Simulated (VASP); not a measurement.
Here is a VASP 6.6.1 calculation.

The input INCAR:

```
  PREC = Accurate
  ENCUT = 520
  EDIFF = 1E-7
  ISMEAR = 0
  SIGMA = 0.05
  LREAL = F
  LASPH = T
  NELM = 80
  ALGO = Normal
  ISIF = 2
  LWAVE = F
  LCHARG = F
  GGA = PE
  NBANDS = 16
```

KPOINTS

```
Automatic mesh
0
Gamma
  9 9 6
```

Contents of POSCAR:

```
AlN
1.0
    3.3121157418      0.0000000000      0.0000000000
   -1.6560578709      2.8683763727      0.0000000000
    0.0000000000      0.0000000000      4.1875630000
Al N
2 2
Direct
    0.3856277259      0.7712554518      0.6067185735
    0.6666666667      0.3333333333      0.2500000000
    0.3333333333      0.6666666667      0.2500000000
    0.6666666667      0.3333333333      0.7500000000
```

Potentials or basis: VASP PAW PBE potentials, release 64 (Al, N).

Launch:

```sh
$ cat potpaw_PBE.64/Al/POTCAR potpaw_PBE.64/N/POTCAR > POTCAR
$ mpirun -np 1 vasp_std > vasp.out
```

(1) Estimate the band gap on the k mesh.

(2) Predict the largest force.

(3) Estimate the pressure.

## Answers

(1) 3.19 eV, direct.

(2) 17.072 eV/Å.

(3) 36.7 GPa.

Caveat: the cell differs from its parent crystal (atom 1 (Al) moved by (+0.300, -0.600) A along y and z); forces of over 1 eV/Å act on the atoms, so gaps and moduli don't describe the material at rest.
